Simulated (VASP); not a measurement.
# AgPt3 (R-3m) in VASP: a series of runs

The runs below take AgPt3 through single point, with LDA.

Everything below comes from runs of VASP 6.6.1. Logs are shortened: lines on timing, memory, paths and dates and some standing lists are left out, and cuts for length are marked.

### 1 The cell of the first run

It takes space group R-3m (No. 166, trigonal). Conventional cell: a = 5.543 Å, b = 5.543 Å, c = 6.687 Å, α = 90.00°, β = 90.00°, γ = 120.00°. Ag (site symmetry -3m) has 12 Pt at 2.74 to 2.77 Å within 3.6 Å. Pt (site symmetry 2/m) has 4 Ag at 2.74 to 2.77 Å and 8 Pt at 2.74 to 2.77 Å within 3.6 Å.

### 2 Single point, LDA (equal xy, yz and zx shear strains of -1 %)

The input, INCAR:

```
PREC = Accurate
ENCUT = 520
EDIFF = 1E-6
ISMEAR = -1
SIGMA = 0.08
LREAL = F
LASPH = T
NELM = 100
ALGO = Normal
ISIF = 2
LWAVE = F
LCHARG = F
GGA = CA
NBANDS = 28
```

The input, KPOINTS:

```
Automatic mesh
0
Gamma
  9 9 9
```

The input, POSCAR:

```
AgPt3
1.0
    3.9000000000     -0.0195000000     -0.0195000000
   -0.0195000000      3.9000000000     -0.0195000000
   -0.0195000000     -0.0195000000      3.9000000000
Ag Pt
1 3
Direct
    0.0000000000      0.0000000000      0.0000000000
    0.0000000000      0.5000000000      0.5000000000
    0.5000000000      0.0000000000      0.5000000000
    0.5000000000      0.5000000000      0.0000000000
```

Potentials or basis: VASP PAW LDA potentials, release 64 (Ag, Pt).

On the command line:

```bash
cat potpaw_LDA.64/Ag/POTCAR potpaw_LDA.64/Pt/POTCAR > POTCAR
mpirun -np 1 vasp_std > vasp.out
```

OUTCAR:

```text
PREC = Accurate
   ENCUT = 520
   EDIFF = 1E-6
   ISMEAR = -1
   LREAL = F
   LASPH = T
   NELM = 100
   ISIF = 2
   GGA = CA

 ion  position               nearest neighbor table
   1  0.000  0.000  0.000-   2 2.74   3 2.74   4 2.74   2 2.74   3 2.74   4 2.74   4 2.77   2 2.77
                             3 2.77   4 2.77   3 2.77   2 2.77
   2  0.000  0.500  0.500-   1 2.74   3 2.74   4 2.74   1 2.74   4 2.74   3 2.74   3 2.77   1 2.77
                             3 2.77   4 2.77   4 2.77   1 2.77
   3  0.500  0.000  0.500-   1 2.74   2 2.74   4 2.74   4 2.74   1 2.74   2 2.74   4 2.77   1 2.77
                             1 2.77   2 2.77   4 2.77   2 2.77
   4  0.500  0.500  0.000-   1 2.74   2 2.74   3 2.74   3 2.74   2 2.74   1 2.74   3 2.77   2 2.77
                             1 2.77   2 2.77   3 2.77   1 2.77

  LATTYP: Found a trigonal (rhomboedric) cell.
 ALAT       =     3.9000974988
 COS(alpha) =    -0.0099745013

  Lattice vectors:

 A1 = (   3.9000000000,  -0.0195000000,  -0.0195000000)
 A2 = (  -0.0195000000,   3.9000000000,  -0.0195000000)
 A3 = (  -0.0195000000,  -0.0195000000,   3.9000000000)

Analysis of symmetry for initial positions (statically):
=====================================================================
 Subroutine PRICEL returns:
 Original cell was already a primitive cell.

 Routine SETGRP: Setting up the symmetry group for a
 trigonal (rhombohedral) supercell.

 Subroutine GETGRP returns: Found 12 space group operations
 (whereof 12 operations were pure point group operations)
 out of a pool of 12 trial point group operations.

The static configuration has the point symmetry D_3d.

Analysis of symmetry for dynamics (positions and initial velocities):
=====================================================================
 Subroutine PRICEL returns:
 Original cell was already a primitive cell.

 Routine SETGRP: Setting up the symmetry group for a
 trigonal (rhombohedral) supercell.

 Subroutine GETGRP returns: Found 12 space group operations
 (whereof 12 operations were pure point group operations)
 out of a pool of 12 trial point group operations.

The dynamic configuration has the point symmetry D_3d.

 Subroutine INISYM returns: Found 12 space group operations
 (whereof 12 operations are pure point group operations),
 and found     1 'primitive' translations

----------------------------------------------------------------------------------------

                                     Primitive cell
[... 95 lines left out ...]
   EDIFF  = 0.1E-05   stopping-criterion for ELM
   LREAL  =      F    real-space projection
   EDIFFG = 0.1E-04   stopping-criterion for IOM
   NSW    =      0    number of steps for IOM
   IBRION =     -1    ionic relax: 0-MD 1-quasi-New 2-CG
   NFREE  =      0    steps in history (QN), initial steepest desc. (CG)
   ISIF   =      2    stress and relaxation
   ISYM   =      2    0-nonsym 1-usesym 2-fastsym
   POTIM  = 0.5000    time-step for ionic-motion
   TEBEG  =    0.0;   TEEND  =   0.0 temperature during run
   PSTRESS=    0.0 pullay stress
   NELECT =      41.0000    total number of electrons
   NUPDOWN=      -1.0000    fix difference up-down
   EMIN   =  10.00;   EMAX   =-10.00  energy-range for DOS
   EFERMI =   0.00;   METHOD = LEGACY
   ISMEAR =    -1;   SIGMA  =   0.08  broadening in eV -4-tet -1-fermi 0-gaus
   EFERMI_NEDOS =   21; number of points for ismear=-14 and -15
   IALGO  =     38    algorithm
   IMIX   =      4    mixing-type and parameters
     AMIX     =   0.40;   BMIX     =  1.00
     AMIX_MAG =   1.60;   BMIX_MAG =  1.00
  volume/ion in A,a.u.               =      14.83       100.07
  Fermi-wavevector in a.u.,A,eV,Ry     =   1.447491  2.735361 28.507320  2.095229
  Thomas-Fermi vector in A             =   2.565439
   LORBIT       =      0    0 simple, 1 ext, 2 COOP (PROOUT), +10 PAW based schemes
   GGA     = CA    functional components
   LHFCALC =     F    Hartree Fock is set to
   AEXX    =    0.0000 exact exchange contribution
   IVDW    =     0    specifies the selected vdW correction
   LEPSILON=     F    determine dielectric tensor
   LRPA    =     F    only Hartree local field effects (RPA)
 non-spin polarized calculation
  energy-cutoff  :      520.00
  volume of cell :       59.31
 maximum number of plane-waves:      1616
 NGX is ok and might be reduce to    30
   NGX = 15   NGY = 15   NGZ = 15

 number of electron      41.0000007 magnetization

 Free energy of the ion-electron system (eV)
  ---------------------------------------------------
  ext. energy  EPLUGINS =         0.00000000
  ---------------------------------------------------
  free energy    TOTEN  =       -26.24188995 eV

  energy without entropy =      -26.17227511  energy(sigma->0) =      -26.20708253

 E-fermi :  10.8694     XC(G=0): -13.6949

 val. band max:       10.8575012033   @ k =  -0.3333  -0.4444   0.2222
 cond. band min:      10.8731341455   @ k =  -0.4444   0.2222   0.1111
 fundamental gap:      0.0156329422
 Fermi energy:        10.8694022388

 k-point     1 :       0.0000    0.0000    0.0000
  band No.  band energies     occupation
      1       1.0676      2.00000
      2       3.8057      2.00000
      3       3.8057      2.00000
      4       3.9828      2.00000
      5       4.2244      2.00000
      6       4.2291      2.00000
[... 733 lines left out ...]
     27      21.9800      0.00000
     28      22.2315      0.00000

 [... further k-points ...]

------------------------ aborting loop because EDIFF is reached ----------------------------------------

  FORCE on cell =-STRESS in cart. coord.  units (eV):
  Direction    XX          YY          ZZ          XY          YZ          ZX
  --------------------------------------------------------------------------------------
  -------------------------------------------------------------------------------------
  Total        1.0896373      1.0896373      1.0896373      0.4090683      0.4090683      0.4090683
  in kB       29.4327887     29.4327887     29.4327887     11.0495667     11.0495667     11.0495667
  external PRESSURE =      29.4327887 kB  Pullay stress =       0.0000000 kB

 VOLUME and BASIS-vectors are now :
 -----------------------------------------------------------------------------
  energy-cutoff  :      520.00
  volume of cell :       59.31
      direct lattice vectors                 reciprocal lattice vectors
     3.900000000 -0.019500000 -0.019500000     0.256423142  0.001288559  0.001288559
    -0.019500000  3.900000000 -0.019500000     0.001288559  0.256423142  0.001288559
    -0.019500000 -0.019500000  3.900000000     0.001288559  0.001288559  0.256423142

 POSITION                                       TOTAL-FORCE (eV/Angst)
 -----------------------------------------------------------------------------------
      0.00000      0.00000      0.00000         0.000000      0.000000     -0.000000
     -0.01950      1.94025      1.94025        -0.000000     -0.000000      0.000000
      1.94025     -0.01950      1.94025         0.000000      0.000000     -0.000000
      1.94025      1.94025     -0.01950        -0.000000     -0.000000     -0.000000
 -----------------------------------------------------------------------------------
    total drift:                                0.000000      0.000000     -0.000000

  FREE ENERGIE OF THE ION-ELECTRON SYSTEM (eV)
  ---------------------------------------------------
  free  energy   TOTEN  =       -26.2418899480 eV

  energy  without entropy=      -26.1722751135  energy(sigma->0) =      -26.20708253
```

It took 57 s on 1 thread of Intel Xeon 6975P-C (Granite Rapids), shared host; peak memory 0.24 GiB.

Results:

| Quantity | Value |
| --- | --- |
| Free energy | -26.2419 eV |
| Pressure | 2.9 GPa |
| Band gap on the k mesh | zero (an odd number of electrons rules out a gap without spin polarisation) |

Stress tensor (GPa, compression positive):
```
2.94 1.10 1.10
1.10 2.94 1.10
1.10 1.10 2.94
```

Levels at points of the mesh, in eV from the Fermi level:
```
           k point  band 16  band 17  band 18  band 19  band 20  band 21  band 22  band 23  band 24  band 25
(0.00, 0.00, 0.00)    -0.41    -0.41     0.32     0.77     0.77     0.78     1.94     1.95     1.95     8.75
```

Caveat: the cell differs from its parent crystal (equal xy, yz and zx shear strains of -1 %); spin-orbit coupling is left out, which moves the levels of the heavy elements.

### 3 Single point, LDA (equal xy, yz and zx shear strains of +1 %)

Edit INCAR of step 2 so:

```diff
@@ -7,3 +7,3 @@
 LASPH = T
-NELM = 100
+NELM = 60
 ALGO = Normal
@@ -12,3 +12,2 @@
 LCHARG = F
-GGA = CA
 NBANDS = 28
```

KPOINTS is that of step 2.

The input, POSCAR:

```
AgPt3
1.0
    3.9000000000      0.0195000000      0.0195000000
    0.0195000000      3.9000000000      0.0195000000
    0.0195000000      0.0195000000      3.9000000000
Ag Pt
1 3
Direct
    0.0000000000      0.0000000000      0.0000000000
    0.0000000000      0.5000000000      0.5000000000
    0.5000000000      0.0000000000      0.5000000000
    0.5000000000      0.5000000000      0.0000000000
```

Potentials or basis: VASP PAW LDA potentials, release 64 (Ag, Pt).

On the command line:

```bash
cat potpaw_LDA.64/Ag/POTCAR potpaw_LDA.64/Pt/POTCAR > POTCAR
mpirun -np 1 vasp_std > vasp.out
```

It took 53 s on 1 thread of Intel Xeon 6975P-C (Granite Rapids), shared host; peak memory 0.24 GiB.

It converged, with:

```
Free energy            : -26.2419 eV
Pressure               : 2.9 GPa
Band gap on the k mesh : zero (an odd number of electrons rules out a gap without spin polarisation)
```

Stress tensor (GPa, compression positive):
```
 2.94 -1.12 -1.12
-1.12  2.94 -1.12
-1.12 -1.12  2.94
```

Levels at points of the mesh, in eV from the Fermi level:
| k point | band 17 | band 18 | band 19 | band 20 | band 21 | band 22 | band 23 | band 24 |
| --- | --- | --- | --- | --- | --- | --- | --- | --- |
| (0.00, 0.00, 0.00) | -0.41 | 0.32 | 0.77 | 0.77 | 0.78 | 1.94 | 1.94 | 1.95 |

Caveat: the cell differs from its parent crystal (equal xy, yz and zx shear strains of +1 %); spin-orbit coupling is left out, which moves the levels of the heavy elements.

### 4 Single point, LDA (equal xy, yz and zx shear strains of +2 %)

The input, INCAR:

```
PREC = Accurate ; ENCUT = 520
EDIFF = 1E-7 ; ISMEAR = -1
SIGMA = 0.08 ; LREAL = False
LASPH = True ; NELM = 80
ALGO = Normal ; ISIF = 2
LWAVE = False ; LCHARG = False
GGA = CA ; NBANDS = 28
```

KPOINTS is that of step 3.

The input, POSCAR:

```
AgPt3
1.0
    3.9000000000      0.0390000000      0.0390000000
    0.0390000000      3.9000000000      0.0390000000
    0.0390000000      0.0390000000      3.9000000000
Ag Pt
1 3
Direct
    0.0000000000      0.0000000000      0.0000000000
    0.0000000000      0.5000000000      0.5000000000
    0.5000000000      0.0000000000      0.5000000000
    0.5000000000      0.5000000000      0.0000000000
```

On the command line:

```bash
cat potpaw_LDA.64/Ag/POTCAR potpaw_LDA.64/Pt/POTCAR > POTCAR
mpirun -np 1 vasp_std > vasp.out
```

Wall time 82 s (1 thread of Intel Xeon 6975P-C (Granite Rapids), shared host); peak memory 0.23 GiB.

The run converged. Its results:

```
Free energy            : -26.2231 eV
Pressure               : 3.3 GPa
Band gap on the k mesh : zero (an odd number of electrons rules out a gap without spin polarisation)
```

Stress tensor (GPa, compression positive):
```
 3.27 -2.25 -2.25
-2.25  3.27 -2.25
-2.25 -2.25  3.27
```

Levels at points of the mesh, in eV from the Fermi level:
```
           k point  band 18  band 19  band 20  band 21  band 22  band 23
(0.00, 0.00, 0.00)     0.30     0.77     0.77     0.80     1.94     1.94
```

Caveat: the cell differs from its parent crystal (equal xy, yz and zx shear strains of +2 %); the cell stands under pressure; spin-orbit coupling is left out, which moves the levels of the heavy elements.

### 5 The runs side by side

```csv
cell,gap on the mesh (eV),pressure (GPa)
"a = 3.900 Å, angles 90.6°, 4 atoms",none,2.9
"a = 3.900 Å, angles 89.4°, 4 atoms",none,2.9
"a = 3.900 Å, angles 88.8°, 4 atoms",none,3.3
```

Alike in all rows: task single point; level LDA; potentials or basis VASP PAW LDA potentials, release 64 (Ag, Pt); no spin polarisation; k mesh 9 × 9 × 9; cutoff (eV) 520; smearing fermi-dirac 0.08 eV.

Caveats: spin-orbit coupling is left out, which moves the levels of the heavy elements; the cell stands under pressure (at least some runs).

Absolute energies hang on the potentials; compare differences alone.

The gap in the log of VASP goes by the Fermi energy; the results here count the filled bands.